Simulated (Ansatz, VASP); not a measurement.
## One calculation of PIr2, two programs

```
CELL_PARAMETERS angstrom
0.00000 2.76750 2.76750
2.76750 0.00000 2.76750
2.76750 2.76750 0.00000
ATOMIC_POSITIONS crystal
P 0.00000 0.00000 0.00000
Ir 0.25000 0.25000 0.25000
Ir 0.75000 0.75000 0.75000
```

Alike in both runs: task electric field gradients; functional LDA; k mesh 11 × 11 × 11; occupations fermi-dirac, width 0.05 eV; no spin polarisation.

|  | VASP | Ansatz |
| --- | --- | --- |
| version | VASP 6.6.1 | Ansatz 0.2.0 |
| potentials or method | VASP PAW LDA potentials, release 64 (P, Ir), cutoff 520 eV | all-electron PAW with datasets made for the crystal, scalar-relativistic |

```tsv
	VASP	Ansatz	Ansatz less VASP
pressure (GPa)	-2.9	-4.8	-1.85
```

LDA's correlation is that of Perdew and Zunger in VASP and of Perdew and Wang (1992) in Ansatz. Ansatz ran all-electron here, and VASP with PAW potentials.

Spin-orbit coupling is off throughout.
